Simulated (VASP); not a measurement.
# CoO (Pm-3m) in VASP: single point with PBE+U

Aim: the single point of CoO with PBE+U.

All numbers are computed with VASP 6.6.1; they aren't measurements. Logs are shortened: lines on timing, memory, paths and dates and some standing lists are left out, and cuts for length are marked.

**1. The cell of the first run**

Symmetry: Pm-3m, No. 221, cubic system. Conventional cell: a = 2.571 Å, b = 2.571 Å, c = 2.571 Å, α = 90.00°, β = 90.00°, γ = 90.00°. Within 2.9 Å of Co (site symmetry m-3m) lie 8 O at 2.23 Å and 6 Co at 2.57 Å. O (site symmetry m-3m) has 8 Co at 2.23 Å and 6 O at 2.57 Å within 2.9 Å.

**2. Single point, PBE+U, collinear spin, ferromagnetic start**

INCAR

```
PREC     = Accurate       # precision mode
ENCUT    = 520            # plane-wave cutoff, eV
EDIFF    = 1E-6           # SCF threshold, eV
ISMEAR   = 0              # smearing method
SIGMA    = 0.05           # smearing width, eV
LREAL    = F              # projectors in reciprocal space
LASPH    = T              # aspherical terms in the spheres
NELM     = 150            # most SCF steps
ALGO     = Normal         # electronic algorithm
ISIF     = 2              # what is computed and relaxed
LWAVE    = F              # write WAVECAR
LCHARG   = T              # write CHGCAR
ISPIN    = 2              # spin polarisation
MAGMOM   = 3 0            # initial moments
LORBIT   = 11             # projections on sites
LMAXMIX  = 4              # l up to which the mixer works
LDAU     = T              # DFT+U
LDAUTYPE = 1            
LDAUL    = 2 -1           # shell
LDAUU    = 4 0            # U, eV
LDAUJ    = 0.7 0        
LDAUPRINT= 1            
GGA      = PE             # functional
LELF     = T              # ELF
LVHAR    = T            
NBANDS   = 18             # bands
```

KPOINTS

```
Automatic mesh
0
Gamma
  7 7 7
```

POSCAR

```
CoO
1.0
    2.5705263100      0.0000000000      0.0000000000
    0.0000000000      2.5705263100      0.0000000000
    0.0000000000      0.0000000000      2.5705263100
Co O
1 1
Direct
    0.0000000000      0.0000000000      0.0000000000
    0.5000000000      0.5000000000      0.5000000000
```

Potentials or basis: VASP PAW PBE potentials, release 64 (Co, O).

The run is started by

```sh
> cat potpaw_PBE.64/Co/POTCAR potpaw_PBE.64/O/POTCAR > POTCAR
> mpirun -np 1 vasp_std > vasp.out
```

OUTCAR:

```text
PREC = Accurate
   ENCUT = 520
   EDIFF = 1E-6
   ISMEAR = 0
   LREAL = F
   LASPH = T
   NELM = 150
   ISIF = 2
   ISPIN = 2
   LORBIT = 11
   GGA = PE

 ion  position               nearest neighbor table
   1  0.000  0.000  0.000-   2 2.23   2 2.23   2 2.23   2 2.23   2 2.23   2 2.23   2 2.23   2 2.23

   2  0.500  0.500  0.500-   1 2.23   1 2.23   1 2.23   1 2.23   1 2.23   1 2.23   1 2.23   1 2.23

  LATTYP: Found a simple cubic cell.
 ALAT       =     2.5705263100

  Lattice vectors:

 A1 = (   2.5705263100,   0.0000000000,   0.0000000000)
 A2 = (   0.0000000000,   2.5705263100,   0.0000000000)
 A3 = (   0.0000000000,   0.0000000000,   2.5705263100)

Analysis of symmetry for initial positions (statically):
=====================================================================
 Subroutine PRICEL returns:
 Original cell was already a primitive cell.

 Routine SETGRP: Setting up the symmetry group for a
 simple cubic supercell.

 Subroutine GETGRP returns: Found 48 space group operations
 (whereof 48 operations were pure point group operations)
 out of a pool of 48 trial point group operations.

The static configuration has the point symmetry O_h .

Analysis of symmetry for dynamics (positions and initial velocities):
=====================================================================
 Subroutine PRICEL returns:
 Original cell was already a primitive cell.

 Routine SETGRP: Setting up the symmetry group for a
 simple cubic supercell.

 Subroutine GETGRP returns: Found 48 space group operations
 (whereof 48 operations were pure point group operations)
 out of a pool of 48 trial point group operations.

The dynamic configuration has the point symmetry O_h .

Analysis of structural, dynamic, and magnetic symmetry:
=====================================================================
 Subroutine PRICEL returns:
 Original cell was already a primitive cell.

 Routine SETGRP: Setting up the symmetry group for a
 simple cubic supercell.

 Subroutine GETGRP returns: Found 48 space group operations
 (whereof 48 operations were pure point group operations)
 out of a pool of 48 trial point group operations.

The overall configuration has the point symmetry O_h .

 Subroutine INISYM returns: Found 48 space group operations
 (whereof 48 operations are pure point group operations),
 and found     1 'primitive' translations

----------------------------------------------------------------------------------------

                                     Primitive cell

  volume of cell :      16.9850

  direct lattice vectors                    reciprocal lattice vectors
     2.570526310  0.000000000  0.000000000     0.389025390  0.000000000  0.000000000
     0.000000000  2.570526310  0.000000000     0.000000000  0.389025390  0.000000000
     0.000000000  0.000000000  2.570526310     0.000000000  0.000000000  0.389025390

  length of vectors
     2.570526310  2.570526310  2.570526310     0.389025390  0.389025390  0.389025390

  position of ions in fractional coordinates (direct lattice)
     0.000000000  0.000000000  0.000000000
     0.500000000  0.500000000  0.500000000

  ion indices of the primitive-cell ions
   primitive index   ion index
                 1           1
                 2           2

----------------------------------------------------------------------------------------

 KPOINTS: Automatic mesh

Automatic generation of k-mesh.
 Grid dimensions read from file:
 generate k-points for:    7    7    7

 Generating k-lattice:

  Cartesian coordinates                     Fractional coordinates (reciprocal lattice)
     0.055575056  0.000000000  0.000000000     0.142857143  0.000000000  0.000000000
[... 68 lines left out ...]
   EFERMI =   0.00;   METHOD = LEGACY
   ISMEAR =     0;   SIGMA  =   0.05  broadening in eV -4-tet -1-fermi 0-gaus
   EFERMI_NEDOS =   21; number of points for ismear=-14 and -15
   IALGO  =     38    algorithm
   IMIX   =      4    mixing-type and parameters
     AMIX     =   0.40;   BMIX     =  1.00
     AMIX_MAG =   1.60;   BMIX_MAG =  1.00
  volume/ion in A,a.u.               =       8.49        57.31
  Fermi-wavevector in a.u.,A,eV,Ry     =   1.570664  2.968124 33.565360  2.466984
  Thomas-Fermi vector in A             =   2.672363
   LORBIT       =     11    0 simple, 1 ext, 2 COOP (PROOUT), +10 PAW based schemes
 LDA+U is selected, type is set to LDAUTYPE =  1
   angular momentum for each species LDAUL =     2   -1
   U (eV)           for each species LDAUU =   4.0  0.0
   J (eV)           for each species LDAUJ =   0.7  0.0
   GGA     = PE    functional components
   LHFCALC =     F    Hartree Fock is set to
   AEXX    =    0.0000 exact exchange contribution
   IVDW    =     0    specifies the selected vdW correction
   LEPSILON=     F    determine dielectric tensor
   LRPA    =     F    only Hartree local field effects (RPA)
 spin polarized calculation
 Gauss-broadening in eV      SIGMA  =   0.05
  energy-cutoff  :      520.00
  volume of cell :       16.99
 maximum number of plane-waves:       464
 NGX is ok and might be reduce to    20
   NGX =  9   NGY =  9   NGZ =  9

atom =   1  type =  1  l = 2

 onsite density matrix

spin component  1

  0.9997 -0.0000 -0.0000  0.0000 -0.0000
 -0.0000  0.9997 -0.0000  0.0000 -0.0000
 -0.0000 -0.0000  0.9601 -0.0000  0.0000
  0.0000  0.0000 -0.0000  0.9997  0.0000
 -0.0000 -0.0000  0.0000  0.0000  0.9601

spin component  2

  0.1161  0.0000 -0.0000  0.0000 -0.0000
  0.0000  0.1161  0.0000 -0.0000 -0.0000
 -0.0000  0.0000  0.9557  0.0000 -0.0000
  0.0000 -0.0000  0.0000  0.1161 -0.0000
 -0.0000 -0.0000 -0.0000 -0.0000  0.9557

 occupancies and eigenvectors

  o =  0.1161  v =  0.0000  0.0000  0.0000  0.0000  0.0000  1.0000  0.0000  0.0000  0.0000  0.0000      0.0000  0.0000  0.0000  0.0000  0.0000  0.0000  0.0000  0.0000  0.0000  0.0000
  o =  0.1161  v =  0.0000  0.0000  0.0000  0.0000  0.0000  0.0000  0.0187 -0.0000  0.9998  0.0000      0.0000  0.0000  0.0000  0.0000  0.0000  0.0000  0.0000  0.0000  0.0000  0.0000
  o =  0.1161  v =  0.0000  0.0000  0.0000  0.0000  0.0000  0.0000 -0.9998 -0.0000  0.0187  0.0000      0.0000  0.0000  0.0000  0.0000  0.0000  0.0000  0.0000  0.0000  0.0000  0.0000
  o =  0.9557  v =  0.0000  0.0000  0.0000  0.0000  0.0000  0.0000  0.0000 -0.3736 -0.0000 -0.9276      0.0000  0.0000  0.0000  0.0000  0.0000  0.0000  0.0000  0.0000  0.0000  0.0000
  o =  0.9557  v =  0.0000  0.0000  0.0000  0.0000  0.0000  0.0000 -0.0000  0.9276  0.0000 -0.3736      0.0000  0.0000  0.0000  0.0000  0.0000  0.0000  0.0000  0.0000  0.0000  0.0000
  o =  0.9601  v =  0.0000 -0.0000 -0.9673 -0.0000  0.2537  0.0000  0.0000  0.0000  0.0000  0.0000      0.0000  0.0000  0.0000  0.0000  0.0000  0.0000  0.0000  0.0000  0.0000  0.0000
  o =  0.9601  v =  0.0000  0.0000  0.2537 -0.0000  0.9673  0.0000  0.0000  0.0000  0.0000  0.0000      0.0000  0.0000  0.0000  0.0000  0.0000  0.0000  0.0000  0.0000  0.0000  0.0000
  o =  0.9997  v =  0.0000  0.9953 -0.0000  0.0966 -0.0000  0.0000  0.0000  0.0000  0.0000  0.0000      0.0000  0.0000  0.0000  0.0000  0.0000  0.0000  0.0000  0.0000  0.0000  0.0000
  o =  0.9997  v =  0.0000 -0.0966 -0.0000  0.9953  0.0000  0.0000  0.0000  0.0000  0.0000  0.0000      0.0000  0.0000  0.0000  0.0000  0.0000  0.0000  0.0000  0.0000  0.0000  0.0000
  o =  0.9997  v =  1.0000  0.0000  0.0000  0.0000  0.0000  0.0000  0.0000  0.0000  0.0000  0.0000      0.0000  0.0000  0.0000  0.0000  0.0000  0.0000  0.0000  0.0000  0.0000  0.0000

 number of electron      15.0000024 magnetization       3.0000399

 Free energy of the ion-electron system (eV)
  ---------------------------------------------------
  ext. energy  EPLUGINS =         0.00000000
  ---------------------------------------------------
  free energy    TOTEN  =       -11.49545079 eV

  energy without entropy =      -11.49545079  energy(sigma->0) =      -11.49545079

 E-fermi :   9.1226     XC(G=0): -13.2483

 val. band max:        8.7952688199   @ k =   0.4286   0.0000   0.0000
 cond. band min:      10.6241030176   @ k =   0.0000   0.0000   0.0000
 fundamental gap:      1.8288341977
 Fermi energy:         9.1226061443

 spin component 1

 k-point     1 :       0.0000    0.0000    0.0000
  band No.  band energies     occupation
      1     -10.9172      1.00000
      2       3.8985      1.00000
      3       3.8987      1.00000
      4       4.4856      1.00000
      5       4.4856      1.00000
      6       4.4857      1.00000
[... 396 lines left out ...]
      4       1.2721      1.00000
      5       6.6016      1.00000
      6       6.6017      1.00000
[... 10 lines left out ...]
     17      44.7470      0.00000
     18      46.2336      0.00000
 Fermi energy:         9.1226061443

 spin component 2

 k-point     1 :       0.0000    0.0000    0.0000
  band No.  band energies     occupation
      1     -10.4592      1.00000
      2       4.5997      1.00000
      3       4.6007      1.00000
      4       7.5555      1.00000
      5       7.5555      1.00000
      6       7.5556      1.00000
[... 397 lines left out ...]
      5       7.6186      1.00000
      6       7.6200      1.00000
[... 10 lines left out ...]
     17      46.9757      0.00000
     18      50.8467      0.00000

------------------------ aborting loop because EDIFF is reached ----------------------------------------

  FORCE on cell =-STRESS in cart. coord.  units (eV):
  Direction    XX          YY          ZZ          XY          YZ          ZX
  --------------------------------------------------------------------------------------
  -------------------------------------------------------------------------------------
  Total        1.9459143      1.9459143      1.9459143     -0.0000000      0.0000000     -0.0000000
  in kB      183.5558059    183.5558059    183.5558059     -0.0000000      0.0000000     -0.0000000
  external PRESSURE =     183.5558059 kB  Pullay stress =       0.0000000 kB

 VOLUME and BASIS-vectors are now :
 -----------------------------------------------------------------------------
  energy-cutoff  :      520.00
  volume of cell :       16.99
      direct lattice vectors                 reciprocal lattice vectors
     2.570526310  0.000000000  0.000000000     0.389025390  0.000000000  0.000000000
     0.000000000  2.570526310  0.000000000     0.000000000  0.389025390  0.000000000
     0.000000000  0.000000000  2.570526310     0.000000000  0.000000000  0.389025390

 POSITION                                       TOTAL-FORCE (eV/Angst)
 -----------------------------------------------------------------------------------
      0.00000      0.00000      0.00000         0.000000      0.000000      0.000000
      1.28526      1.28526      1.28526         0.000000      0.000000      0.000000
 -----------------------------------------------------------------------------------
    total drift:                                0.000000      0.000000      0.000000

  FREE ENERGIE OF THE ION-ELECTRON SYSTEM (eV)
  ---------------------------------------------------
  free  energy   TOTEN  =       -11.4954507921 eV

  energy  without entropy=      -11.4954507921  energy(sigma->0) =      -11.49545079

 total charge

# of ion       s       p       d       tot
------------------------------------------
    1        0.312   0.392   7.154   7.858
    2        1.568   3.443   0.000   5.011
--------------------------------------------------
tot          1.880   3.835   7.154  12.869

 magnetization (x)

# of ion       s       p       d       tot
------------------------------------------
    1        0.012   0.017   2.658   2.687
    2        0.022   0.248   0.000   0.270
--------------------------------------------------
tot          0.034   0.265   2.658   2.957
```

Run time: 13 s. Hardware: 1 thread of Intel Xeon 6975P-C, shared host; peak memory 0.14 GiB.

Results:

```
Free energy                                           : -11.4955 eV
Pressure                                              : 18.4 GPa
Band gap on the k mesh                                : 1.83 eV, indirect (least direct gap 2.28 eV)
Net moment                                            : 3.00 μB per cell
Site moments                                          : Co +2.69; O +0.27 μB
Valence electrons inside the program's atomic spheres : Co 7.86; O 5.01
```

Eigenvalues of the final occupation matrices:
| site | spin | trace | eigenvalues |
| --- | --- | --- | --- |
| site 1 d | 1 | 4.92 | 0.96 0.96 1.00 1.00 1.00 |
| site 1 d | 2 | 2.26 | 0.12 0.12 0.12 0.96 0.96 |

Caveat: a cell with one magnetic atom can't hold antiferromagnetic order, which such compounds often take. A k mesh can miss the band edges.
